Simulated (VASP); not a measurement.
# Fe (Im-3m) in VASP: further runs

The runs below take Fe through single point, relaxation of cell and atoms, with PBE, BLYP.

Program: VASP 6.6.1. These are calculated values, not measurements. Logs are shortened: lines on timing, memory, paths and dates and some standing lists are left out, and cuts for length are marked.

## Step 1: The cell of the first run

The structure is cubic, space group Im-3m (No. 229). Conventional cell: a = 2.886 Å, b = 2.886 Å, c = 2.886 Å, α = 90.00°, β = 90.00°, γ = 90.00°. Within 3.3 Å of Fe (site symmetry m-3m) lie 14 Fe at 2.50 to 2.89 Å.

## Step 2: Single point, PBE, collinear spin, ferromagnetic start

File INCAR:

```
SYSTEM = Fe
  ALGO = Normal
  EDIFF = 1E-6
  ENCUT = 520
  GGA = PE
  ISIF = 2
  ISMEAR = 0
  ISPIN = 2
  LASPH = .TRUE.
  LCHARG = .FALSE.
  LMAXMIX = 4
  LORBIT = 11
  LREAL = .FALSE.
  LWAVE = .FALSE.
  MAGMOM = 3
  NBANDS = 14
  NELM = 150
  PREC = Accurate
  SIGMA = 0.018000000000000002
```

File KPOINTS:

```
k-points
0
G
  13 13 13
  0 0 0
```

File POSCAR:

```
Fe
1.0
   -1.4430000000      1.4430000000      1.4430000000
    1.4430000000     -1.4430000000      1.4430000000
    1.4430000000      1.4430000000     -1.4430000000
Fe
1
Direct
    0.0000000000      0.0000000000      0.0000000000
```

Potentials or basis: VASP PAW PBE potentials, release 64 (Fe).

Command:

```
$ cat potpaw_PBE.64/Fe/POTCAR > POTCAR
$ mpirun -np 1 vasp_std > vasp.out
```

OUTCAR:

```text
SYSTEM = Fe
   EDIFF = 1E-6
   ENCUT = 520
   GGA = PE
   ISIF = 2
   ISMEAR = 0
   ISPIN = 2
   LASPH = .TRUE.
   LORBIT = 11
   LREAL = .FALSE.
   NELM = 150
   PREC = Accurate

 ion  position               nearest neighbor table
   1  0.000  0.000  0.000-

  LATTYP: Found a body centered cubic cell.
 ALAT       =     2.8860000000

  Lattice vectors:

 A1 = (  -1.4430000000,   1.4430000000,   1.4430000000)
 A2 = (   1.4430000000,  -1.4430000000,   1.4430000000)
 A3 = (   1.4430000000,   1.4430000000,  -1.4430000000)

Analysis of symmetry for initial positions (statically):
=====================================================================
 Subroutine PRICEL returns:
 Original cell was already a primitive cell.

 Routine SETGRP: Setting up the symmetry group for a
 body centered cubic supercell.

 Subroutine GETGRP returns: Found 48 space group operations
 (whereof 48 operations were pure point group operations)
 out of a pool of 48 trial point group operations.

The static configuration has the point symmetry O_h .

Analysis of symmetry for dynamics (positions and initial velocities):
=====================================================================
 Subroutine PRICEL returns:
 Original cell was already a primitive cell.

 Routine SETGRP: Setting up the symmetry group for a
 body centered cubic supercell.

 Subroutine GETGRP returns: Found 48 space group operations
 (whereof 48 operations were pure point group operations)
 out of a pool of 48 trial point group operations.

The dynamic configuration has the point symmetry O_h .

Analysis of structural, dynamic, and magnetic symmetry:
=====================================================================
 Subroutine PRICEL returns:
 Original cell was already a primitive cell.

 Routine SETGRP: Setting up the symmetry group for a
 body centered cubic supercell.

 Subroutine GETGRP returns: Found 48 space group operations
 (whereof 48 operations were pure point group operations)
 out of a pool of 48 trial point group operations.

The overall configuration has the point symmetry O_h .

 Subroutine INISYM returns: Found 48 space group operations
 (whereof 48 operations are pure point group operations),
 and found     1 'primitive' translations

----------------------------------------------------------------------------------------

                                     Primitive cell

  volume of cell :      12.0187

  direct lattice vectors                    reciprocal lattice vectors
    -1.443000000  1.443000000  1.443000000     0.000000000  0.346500347  0.346500347
     1.443000000 -1.443000000  1.443000000     0.346500347  0.000000000  0.346500347
     1.443000000  1.443000000 -1.443000000     0.346500347  0.346500347  0.000000000

  length of vectors
     2.499349315  2.499349315  2.499349315     0.490025489  0.490025489  0.490025489

  position of ions in fractional coordinates (direct lattice)
     0.000000000  0.000000000  0.000000000

  ion indices of the primitive-cell ions
   primitive index   ion index
                 1           1

----------------------------------------------------------------------------------------

 KPOINTS: k-points

Automatic generation of k-mesh.
 Grid dimensions read from file:
 generate k-points for:   13   13   13

 Generating k-lattice:

  Cartesian coordinates                     Fractional coordinates (reciprocal lattice)
     0.000000000  0.026653873  0.026653873     0.076923077  0.000000000  0.000000000
     0.026653873  0.000000000  0.026653873     0.000000000  0.076923077  0.000000000
     0.026653873  0.026653873  0.000000000     0.000000000  0.000000000  0.076923077

  Length of vectors
     0.037694268  0.037694268  0.037694268

  Shift w.r.t. Gamma in fractional coordinates (k-lattice)
     0.000000000  0.000000000  0.000000000

 Subroutine IBZKPT returns following result:
 ===========================================

 Found     84 irreducible k-points:

 Following reciprocal coordinates:
            Coordinates               Weight
  0.000000  0.000000  0.000000      1.000000
  0.076923  0.000000  0.000000     12.000000
  0.153846  0.000000  0.000000     12.000000
  0.230769  0.000000  0.000000     12.000000
  0.307692  0.000000  0.000000     12.000000
  0.384615  0.000000  0.000000     12.000000
[... 16 lines left out ...]
  0.153846  0.076923  0.076923     24.000000
  0.230769  0.076923  0.076923     24.000000
 [... further k-points ...]
   k-points           NKPTS =     84   k-points in BZ     NKDIM =     84   number of bands    NBANDS=     14
   number of dos      NEDOS =    301   number of ions     NIONS =      1
   total plane-waves  NPLWV =   8000
   dimension x,y,z NGX =    20 NGY =   20 NGZ =   20
   dimension x,y,z NGXF=    40 NGYF=   40 NGZF=   40
   ions per type =               1
   NGX,Y,Z   is equivalent  to a cutoff of  13.30, 13.30, 13.30 a.u.
   NGXF,Y,Z  is equivalent  to a cutoff of  26.61, 26.61, 26.61 a.u.
 SYSTEM =  Fe
   PREC   = accura    normal or accurate (medium, high low for compatibility)
   ISTART =      0    job   : 0-new  1-cont  2-samecut
   ICHARG =      2    charge: 1-file 2-atom 10-const
   ISPIN  =      2    spin polarized calculation?
   LNONCOLLINEAR =      F non collinear calculations
   LSORBIT =      F    spin-orbit coupling
   LASPH  =      T    aspherical Exc in radial PAW
   ENCUT  =  520.0 eV  38.22 Ry    6.18 a.u.   4.65  4.65  4.65*2*pi/ulx,y,z
   NELM   =    150;   NELMIN=  2; NELMDL= -5     # of ELM steps
   EDIFF  = 0.1E-05   stopping-criterion for ELM
   LREAL  =      F    real-space projection
   EDIFFG = 0.1E-04   stopping-criterion for IOM
   NSW    =      0    number of steps for IOM
   IBRION =     -1    ionic relax: 0-MD 1-quasi-New 2-CG
   NFREE  =      0    steps in history (QN), initial steepest desc. (CG)
   ISIF   =      2    stress and relaxation
   ISYM   =      2    0-nonsym 1-usesym 2-fastsym
   POTIM  = 0.5000    time-step for ionic-motion
   TEBEG  =    0.0;   TEEND  =   0.0 temperature during run
   PSTRESS=    0.0 pullay stress
   NELECT =       8.0000    total number of electrons
   NUPDOWN=      -1.0000    fix difference up-down
   EMIN   =  10.00;   EMAX   =-10.00  energy-range for DOS
   EFERMI =   0.00;   METHOD = LEGACY
   ISMEAR =     0;   SIGMA  =   0.02  broadening in eV -4-tet -1-fermi 0-gaus
   EFERMI_NEDOS =   21; number of points for ismear=-14 and -15
   IALGO  =     38    algorithm
   IMIX   =      4    mixing-type and parameters
     AMIX     =   0.40;   BMIX     =  1.00
     AMIX_MAG =   1.60;   BMIX_MAG =  1.00
  volume/ion in A,a.u.               =      12.02        81.11
  Fermi-wavevector in a.u.,A,eV,Ry     =   1.429394  2.701162 27.798962  2.043166
  Thomas-Fermi vector in A             =   2.549352
   LORBIT       =     11    0 simple, 1 ext, 2 COOP (PROOUT), +10 PAW based schemes
   GGA     = PE    functional components
   LHFCALC =     F    Hartree Fock is set to
   AEXX    =    0.0000 exact exchange contribution
   IVDW    =     0    specifies the selected vdW correction
   LEPSILON=     F    determine dielectric tensor
   LRPA    =     F    only Hartree local field effects (RPA)
 spin polarized calculation
 Gauss-broadening in eV      SIGMA  =   0.02
  energy-cutoff  :      520.00
  volume of cell :       12.02
 maximum number of plane-waves:       336
   NGX =  9   NGY =  9   NGZ =  9

 number of electron       7.9999995 magnetization       2.2814012

 Free energy of the ion-electron system (eV)
  ---------------------------------------------------
  ext. energy  EPLUGINS =         0.00000000
  ---------------------------------------------------
  free energy    TOTEN  =        -8.21621231 eV

  energy without entropy =       -8.21594453  energy(sigma->0) =       -8.21607842

 E-fermi :   5.2139     XC(G=0): -12.7999

 val. band max:        5.2122708216   @ k =  -0.4615  -0.4615   0.3077
 cond. band min:       5.2203445078   @ k =  -0.4615   0.4615   0.4615
 fundamental gap:      0.0080736862
 Fermi energy:         5.2138505839

 spin component 1

 k-point     1 :       0.0000    0.0000    0.0000
  band No.  band energies     occupation
      1      -2.8349      1.00000
      2       3.0362      1.00000
      3       3.0362      1.00000
      4       3.0362      1.00000
      5       4.1479      1.00000
      6       4.1479      1.00000
      7      29.7452      0.00000
      8      29.7452      0.00000
      9      29.7452      0.00000
     10      34.4775      0.00000
     11      34.4775      0.00000
     12      36.4550      0.00000
     13      36.4550      0.00000
     14      36.4552      0.00000
[... 375 lines left out ...]
 k-point    24 :       0.2308    0.0769    0.0769
  band No.  band energies     occupation
      1       0.4613      1.00000
      2       2.2828      1.00000
      3       2.6582      1.00000
      4       4.1070      1.00000
      5       4.2427      1.00000
      6       5.2933      0.00000
      7      18.1222      0.00000
      8      22.1778      0.00000
      9      23.7807      0.00000
     10      31.3107      0.00000
     11      34.9990      0.00000
     12      37.2946      0.00000
     13      39.1238      0.00000
     14      42.3683      0.00000

 [... further k-points ...]

 spin component 2

 k-point     1 :       0.0000    0.0000    0.0000
  band No.  band energies     occupation
      1      -2.6941      1.00000
      2       5.0547      1.00000
      3       5.0549      1.00000
      4       5.0549      1.00000
      5       6.9708      0.00000
      6       6.9710      0.00000
      7      29.4432      0.00000
      8      29.4432      0.00000
      9      29.4432      0.00000
     10      34.6180      0.00000
     11      34.6180      0.00000
     12      37.1158      0.00000
     13      37.1159      0.00000
     14      37.1167      0.00000
[... 375 lines left out ...]
 k-point    24 :       0.2308    0.0769    0.0769
  band No.  band energies     occupation
      1       0.8960      1.00000
      2       4.1178      1.00000
      3       4.3264      1.00000
      4       6.7866      0.00000
      5       7.0852      0.00000
      6       7.3617      0.00000
      7      18.8594      0.00000
      8      22.5375      0.00000
      9      24.4792      0.00000
     10      31.3043      0.00000
     11      35.5518      0.00000
     12      37.5184      0.00000
     13      39.4020      0.00000
     14      42.8438      0.00000

 [... further k-points ...]
[... 5 lines left out ...]
  --------------------------------------------------------------------------------------
  -------------------------------------------------------------------------------------
  Total       -0.7092427     -0.7092427     -0.7092427     -0.0000000     -0.0000000      0.0000000
  in kB      -94.5467267    -94.5467267    -94.5467267     -0.0000000     -0.0000000      0.0000000
  external PRESSURE =     -94.5467267 kB  Pullay stress =       0.0000000 kB

 VOLUME and BASIS-vectors are now :
 -----------------------------------------------------------------------------
  energy-cutoff  :      520.00
  volume of cell :       12.02
      direct lattice vectors                 reciprocal lattice vectors
    -1.443000000  1.443000000  1.443000000     0.000000000  0.346500347  0.346500347
     1.443000000 -1.443000000  1.443000000     0.346500347  0.000000000  0.346500347
     1.443000000  1.443000000 -1.443000000     0.346500347  0.346500347  0.000000000

 POSITION                                       TOTAL-FORCE (eV/Angst)
 -----------------------------------------------------------------------------------
      0.00000      0.00000      0.00000         0.000000      0.000000      0.000000
 -----------------------------------------------------------------------------------
    total drift:                                0.000000     -0.000000      0.000000

  FREE ENERGIE OF THE ION-ELECTRON SYSTEM (eV)
  ---------------------------------------------------
  free  energy   TOTEN  =        -8.2162123131 eV

  energy  without entropy=       -8.2159445263  energy(sigma->0) =       -8.21607842

 total charge

# of ion       s       p       d       tot
------------------------------------------
    1        0.464   0.494   6.199   7.156

 magnetization (x)

# of ion       s       p       d       tot
------------------------------------------
    1       -0.014  -0.060   2.365   2.292
```

It took 22 s on 1 thread of Intel Xeon Platinum 8488C (Sapphire Rapids), shared host; peak memory 0.14 GiB.

What came out:

```yaml
Free_energy: -8.2162 eV
Pressure: -9.5 GPa
Net_moment: 2.28 μB per cell
Site_moments: Fe +2.29 μB
Valence_electrons_inside_the_program's_atomic_spheres: Fe 7.16
```

Levels at points of the mesh, in eV from the Fermi level:
Spin up:
```
           k point  band 3  band 4  band 5  band 6  band 7  band 8
(0.00, 0.00, 0.00)   -2.18   -2.18   -1.07   -1.07   24.53   24.53
```
Spin down:
```
           k point  band 1  band 2  band 3  band 4  band 5  band 6  band 7
(0.00, 0.00, 0.00)   -7.91   -0.16   -0.16   -0.16    1.76    1.76   24.23
```

(Continued in part 2 of 2.)
